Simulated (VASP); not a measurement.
# BiTe (Fm-3m) in VASP: a series of runs

The runs below take BiTe through electric field gradients, with LDA.

Everything below comes from runs of VASP 6.6.1. Logs are shortened: lines on timing, memory, paths and dates and some standing lists are left out, and cuts for length are marked.

**1. The cell of the first run**

Symmetry: Fm-3m, No. 225, cubic system. The conventional cell has a = 6.555 Å, b = 6.555 Å, c = 6.555 Å, α = 90.00°, β = 90.00°, γ = 90.00°. Within 4.3 Å of Bi (site symmetry m-3m) lie 6 Te at 3.28 Å. Te (site symmetry m-3m) has 6 Bi at 3.28 Å within 4.3 Å.

**2. Electric field gradients, LDA (35.21 Å³/atom)**

File INCAR:

```
PREC     = Accurate       # precision mode
ENCUT    = 520            # plane-wave cutoff, eV
EDIFF    = 1E-8           # SCF threshold, eV
ISMEAR   = -1             # smearing method
SIGMA    = 0.08           # smearing width, eV
LREAL    = False          # projectors in reciprocal space
LASPH    = True           # aspherical terms in the spheres
NELM     = 100            # most SCF steps
ALGO     = Normal         # electronic algorithm
ISIF     = 2              # what is computed and relaxed
LWAVE    = False          # write WAVECAR
LCHARG   = False          # write CHGCAR
GGA      = CA             # functional
LEFG     = True         
NBANDS   = 18             # bands
```

File KPOINTS:

```
Automatic mesh
0
Gamma
  10 10 10
```

File POSCAR:

```
BiTe
1.0
    0.0000000000      3.2775706714      3.2775706714
    3.2775706714      0.0000000000      3.2775706714
    3.2775706714      3.2775706714      0.0000000000
Bi Te
1 1
Direct
    0.0000000000      0.0000000000      0.0000000000
    0.5000000000      0.5000000000      0.5000000000
```

Potentials or basis: VASP PAW LDA potentials, release 64 (Bi_d, Te).

The run is started by

```bash
cat potpaw_LDA.64/Bi_d/POTCAR potpaw_LDA.64/Te/POTCAR > POTCAR
mpirun -np 1 vasp_std > vasp.out
```

OUTCAR:

```text
PREC = Accurate
   ENCUT = 520
   EDIFF = 1E-8
   ISMEAR = -1
   LREAL = False
   LASPH = True
   NELM = 100
   ISIF = 2
   GGA = CA

 ion  position               nearest neighbor table
   1  0.000  0.000  0.000-   2 3.28   2 3.28   2 3.28   2 3.28   2 3.28   2 3.28
   2  0.500  0.500  0.500-   1 3.28   1 3.28   1 3.28   1 3.28   1 3.28   1 3.28

  LATTYP: Found a face centered cubic cell.
 ALAT       =     6.5551413428

  Lattice vectors:

 A1 = (   0.0000000000,   3.2775706714,   3.2775706714)
 A2 = (   3.2775706714,   0.0000000000,   3.2775706714)
 A3 = (   3.2775706714,   3.2775706714,   0.0000000000)

Analysis of symmetry for initial positions (statically):
=====================================================================
 Subroutine PRICEL returns:
 Original cell was already a primitive cell.

 Routine SETGRP: Setting up the symmetry group for a
 face centered cubic supercell.

 Subroutine GETGRP returns: Found 48 space group operations
 (whereof 48 operations were pure point group operations)
 out of a pool of 48 trial point group operations.

The static configuration has the point symmetry O_h .

Analysis of symmetry for dynamics (positions and initial velocities):
=====================================================================
 Subroutine PRICEL returns:
 Original cell was already a primitive cell.

 Routine SETGRP: Setting up the symmetry group for a
 face centered cubic supercell.

 Subroutine GETGRP returns: Found 48 space group operations
 (whereof 48 operations were pure point group operations)
 out of a pool of 48 trial point group operations.

The dynamic configuration has the point symmetry O_h .

 Subroutine INISYM returns: Found 48 space group operations
 (whereof 48 operations are pure point group operations),
 and found     1 'primitive' translations

----------------------------------------------------------------------------------------

                                     Primitive cell

  volume of cell :      70.4184

  direct lattice vectors                    reciprocal lattice vectors
     0.000000000  3.277570671  3.277570671    -0.152552012  0.152552012  0.152552012
     3.277570671  0.000000000  3.277570671     0.152552012 -0.152552012  0.152552012
     3.277570671  3.277570671  0.000000000     0.152552012  0.152552012 -0.152552012

  length of vectors
     4.635184895  4.635184895  4.635184895     0.264227835  0.264227835  0.264227835

  position of ions in fractional coordinates (direct lattice)
     0.000000000  0.000000000  0.000000000
     0.500000000  0.500000000  0.500000000

  ion indices of the primitive-cell ions
   primitive index   ion index
                 1           1
                 2           2

----------------------------------------------------------------------------------------

 KPOINTS: Automatic mesh

Automatic generation of k-mesh.
 Grid dimensions read from file:
 generate k-points for:   10   10   10

 Generating k-lattice:

  Cartesian coordinates                     Fractional coordinates (reciprocal lattice)
    -0.015255201  0.015255201  0.015255201     0.100000000  0.000000000  0.000000000
     0.015255201 -0.015255201  0.015255201     0.000000000  0.100000000  0.000000000
     0.015255201  0.015255201 -0.015255201     0.000000000  0.000000000  0.100000000

  Length of vectors
     0.026422784  0.026422784  0.026422784

  Shift w.r.t. Gamma in fractional coordinates (k-lattice)
     0.000000000  0.000000000  0.000000000

 Subroutine IBZKPT returns following result:
 ===========================================

 Found     47 irreducible k-points:

 Following reciprocal coordinates:
            Coordinates               Weight
  0.000000  0.000000  0.000000      1.000000
  0.100000  0.000000  0.000000      8.000000
  0.200000  0.000000  0.000000      8.000000
  0.300000  0.000000  0.000000      8.000000
  0.400000  0.000000  0.000000      8.000000
  0.500000  0.000000  0.000000      4.000000
[... 16 lines left out ...]
  0.300000  0.300000  0.000000      6.000000
  0.400000  0.300000  0.000000     24.000000
 [... further k-points ...]
   k-points           NKPTS =     47   k-points in BZ     NKDIM =     47   number of bands    NBANDS=     18
   number of dos      NEDOS =    301   number of ions     NIONS =      2
   total plane-waves  NPLWV =  46656
   dimension x,y,z NGX =    36 NGY =   36 NGZ =   36
   dimension x,y,z NGXF=    72 NGYF=   72 NGZF=   72
   ions per type =               1   1
   NGX,Y,Z   is equivalent  to a cutoff of  12.91, 12.91, 12.91 a.u.
   NGXF,Y,Z  is equivalent  to a cutoff of  25.82, 25.82, 25.82 a.u.
 SYSTEM =  unknown system
   PREC   = accura    normal or accurate (medium, high low for compatibility)
   ISTART =      0    job   : 0-new  1-cont  2-samecut
   ICHARG =      2    charge: 1-file 2-atom 10-const
   ISPIN  =      1    spin polarized calculation?
   LNONCOLLINEAR =      F non collinear calculations
   LSORBIT =      F    spin-orbit coupling
   LASPH  =      T    aspherical Exc in radial PAW
   ENCUT  =  520.0 eV  38.22 Ry    6.18 a.u.   8.62  8.62  8.62*2*pi/ulx,y,z
   NELM   =    100;   NELMIN=  2; NELMDL= -5     # of ELM steps
   EDIFF  = 0.1E-07   stopping-criterion for ELM
   LREAL  =      F    real-space projection
   EDIFFG = 0.1E-06   stopping-criterion for IOM
   NSW    =      0    number of steps for IOM
   IBRION =     -1    ionic relax: 0-MD 1-quasi-New 2-CG
   NFREE  =      0    steps in history (QN), initial steepest desc. (CG)
   ISIF   =      2    stress and relaxation
   ISYM   =      2    0-nonsym 1-usesym 2-fastsym
   POTIM  = 0.5000    time-step for ionic-motion
   TEBEG  =    0.0;   TEEND  =   0.0 temperature during run
   PSTRESS=    0.0 pullay stress
   NELECT =      21.0000    total number of electrons
   NUPDOWN=      -1.0000    fix difference up-down
   EMIN   =  10.00;   EMAX   =-10.00  energy-range for DOS
   EFERMI =   0.00;   METHOD = LEGACY
   ISMEAR =    -1;   SIGMA  =   0.08  broadening in eV -4-tet -1-fermi 0-gaus
   EFERMI_NEDOS =   21; number of points for ismear=-14 and -15
   IALGO  =     38    algorithm
   IMIX   =      4    mixing-type and parameters
     AMIX     =   0.40;   BMIX     =  1.00
     AMIX_MAG =   1.60;   BMIX_MAG =  1.00
  volume/ion in A,a.u.               =      35.21       237.60
  Fermi-wavevector in a.u.,A,eV,Ry     =   1.093753  2.066893 16.276586  1.196295
  Thomas-Fermi vector in A             =   2.230044
   LORBIT       =      0    0 simple, 1 ext, 2 COOP (PROOUT), +10 PAW based schemes
   GGA     = CA    functional components
   LHFCALC =     F    Hartree Fock is set to
   AEXX    =    0.0000 exact exchange contribution
   IVDW    =     0    specifies the selected vdW correction
   LEPSILON=     F    determine dielectric tensor
   LRPA    =     F    only Hartree local field effects (RPA)
 non-spin polarized calculation
  energy-cutoff  :      520.00
  volume of cell :       70.42
 maximum number of plane-waves:      1917
   NGX = 17   NGY = 17   NGZ = 17

 number of electron      20.9999994 magnetization

 Free energy of the ion-electron system (eV)
  ---------------------------------------------------
  ext. energy  EPLUGINS =         0.00000000
  ---------------------------------------------------
  free energy    TOTEN  =        -8.44335989 eV

  energy without entropy =       -8.41199130  energy(sigma->0) =       -8.42767560

 E-fermi :   5.9468     XC(G=0):  -9.5063

 val. band max:        5.9298749235   @ k =  -0.2000   0.1000   0.0000
 cond. band min:       5.9781912832   @ k =   0.5000   0.1000   0.0000
 fundamental gap:      0.0483163597
 Fermi energy:         5.9467635089

 k-point     1 :       0.0000    0.0000    0.0000
  band No.  band energies     occupation
      1     -17.0968      2.00000
      2     -17.0968      2.00000
      3     -17.0918      2.00000
      4     -17.0918      2.00000
      5     -17.0918      2.00000
      6      -7.3027      2.00000
[... 10 lines left out ...]
     17      11.8359      0.00000
     18      12.5564      0.00000

 k-point     2 :       0.1000    0.0000    0.0000
  band No.  band energies     occupation
      1     -17.0970      2.00000
      2     -17.0970      2.00000
      3     -17.0917      2.00000
      4     -17.0913      2.00000
      5     -17.0913      2.00000
      6      -7.2182      2.00000
[... 10 lines left out ...]
     17      12.4250      0.00000
     18      13.1007      0.00000

 k-point     3 :       0.2000    0.0000    0.0000
  band No.  band energies     occupation
      1     -17.0978      2.00000
      2     -17.0978      2.00000
      3     -17.0913      2.00000
      4     -17.0900      2.00000
      5     -17.0900      2.00000
      6      -6.9670      2.00000
[... 10 lines left out ...]
     17      13.7248      0.00000
     18      14.2753      0.00000

 k-point     4 :       0.3000    0.0000    0.0000
  band No.  band energies     occupation
      1     -17.0990      2.00000
      2     -17.0990      2.00000
      3     -17.0907      2.00000
      4     -17.0882      2.00000
      5     -17.0882      2.00000
      6      -6.5577      2.00000
[... 375 lines left out ...]
      4     -17.0886      2.00000
      5     -17.0875      2.00000
      6      -6.4359      2.00000
[... 10 lines left out ...]
     17      13.8763      0.00000
     18      15.1174      0.00000

 k-point    23 :       0.3000    0.3000    0.0000
  band No.  band energies     occupation
      1     -17.1039      2.00000
      2     -17.0943      2.00000
      3     -17.0937      2.00000
      4     -17.0861      2.00000
      5     -17.0861      2.00000
      6      -6.3897      2.00000
[... 10 lines left out ...]
     17      13.9837      0.00000
     18      13.9837      0.00000

 k-point    24 :       0.4000    0.3000    0.0000
  band No.  band energies     occupation
      1     -17.1052      2.00000
      2     -17.0943      2.00000
      3     -17.0936      2.00000
      4     -17.0851      2.00000
      5     -17.0849      2.00000
      6      -6.0762      2.00000
[... 10 lines left out ...]
     17      14.8368      0.00000
     18      14.9222      0.00000

 [... further k-points ...]
[... 5 lines left out ...]
  --------------------------------------------------------------------------------------
  -------------------------------------------------------------------------------------
  Total       -1.8906853     -1.8906853     -1.8906853      0.0000000      0.0000000      0.0000000
  in kB      -43.0173494    -43.0173494    -43.0173494      0.0000000      0.0000000      0.0000000
  external PRESSURE =     -43.0173494 kB  Pullay stress =       0.0000000 kB

 VOLUME and BASIS-vectors are now :
 -----------------------------------------------------------------------------
  energy-cutoff  :      520.00
  volume of cell :       70.42
      direct lattice vectors                 reciprocal lattice vectors
     0.000000000  3.277570671  3.277570671    -0.152552012  0.152552012  0.152552012
     3.277570671  0.000000000  3.277570671     0.152552012 -0.152552012  0.152552012
     3.277570671  3.277570671  0.000000000     0.152552012  0.152552012 -0.152552012

 POSITION                                       TOTAL-FORCE (eV/Angst)
 -----------------------------------------------------------------------------------
      0.00000      0.00000      0.00000         0.000000     -0.000000      0.000000
      3.27757      3.27757      3.27757         0.000000      0.000000     -0.000000
 -----------------------------------------------------------------------------------
    total drift:                               -0.000000      0.000000      0.000000

  FREE ENERGIE OF THE ION-ELECTRON SYSTEM (eV)
  ---------------------------------------------------
  free  energy   TOTEN  =        -8.4433598946 eV

  energy  without entropy=       -8.4119912988  energy(sigma->0) =       -8.42767560

 Electric field gradients (V/A^2)
---------------------------------------------------------------------
 ion       V_xx      V_yy      V_zz      V_xy      V_xz      V_yz
---------------------------------------------------------------------
   1       0.000     0.000    -0.000     0.001     0.001     0.001
   2       0.000    -0.000     0.000    -0.000    -0.000    -0.000
---------------------------------------------------------------------

 Electric field gradients after diagonalization (V/A^2)
 (convention: |V_zz| > |V_xx| > |V_yy|)
----------------------------------------------------------------------
 ion       V_xx      V_yy      V_zz     asymmetry (V_yy - V_xx)/ V_zz
----------------------------------------------------------------------
   1      -0.001    -0.001     0.003       0.000
   2       0.000     0.000    -0.000       0.000
----------------------------------------------------------------------

           NMR quadrupolar parameters

 Cq : quadrupolar parameter    Cq=e*Q*V_zz/h
 eta: asymmetry parameters     (V_yy - V_xx)/ V_zz
 Q  : nuclear electric quadrupole moment in mb (millibarn)
----------------------------------------------------------------------
 ion       Cq(MHz)       eta       Q (mb)
----------------------------------------------------------------------
   1       0.000       0.000       1.000
   2      -0.000       0.000       1.000
----------------------------------------------------------------------
```

It took 1.7 min on 1 thread of Intel Xeon 8259CL, shared host; peak memory 0.21 GiB.

Results:

```
Free energy                             : -8.4434 eV
Pressure                                : -4.3 GPa
Band gap on the k mesh                  : zero (an odd number of electrons rules out a gap without spin polarisation)
Largest electric field gradient by atom : zero within the noise of the run
```

Levels at points of the mesh, in eV from the Fermi level:
```csv
k point,band 7,band 8,band 9,band 10,band 11,band 12,band 13,band 14
"(0.00, 0.00, 0.00)",-8.29,-2.40,-2.40,-2.40,2.05,2.05,2.05,4.76
"(0.50, 0.00, 0.00)",-11.12,-1.79,-1.79,-1.57,-0.83,-0.56,-0.56,7.20
"(0.50, 0.50, 0.00)",-9.95,-5.37,-3.80,-3.80,2.39,3.39,3.39,4.64
```

Caveat: the cell stands under tension; spin-orbit coupling is left out, which moves the levels of the heavy elements.

(Continued in part 2 of 2.)
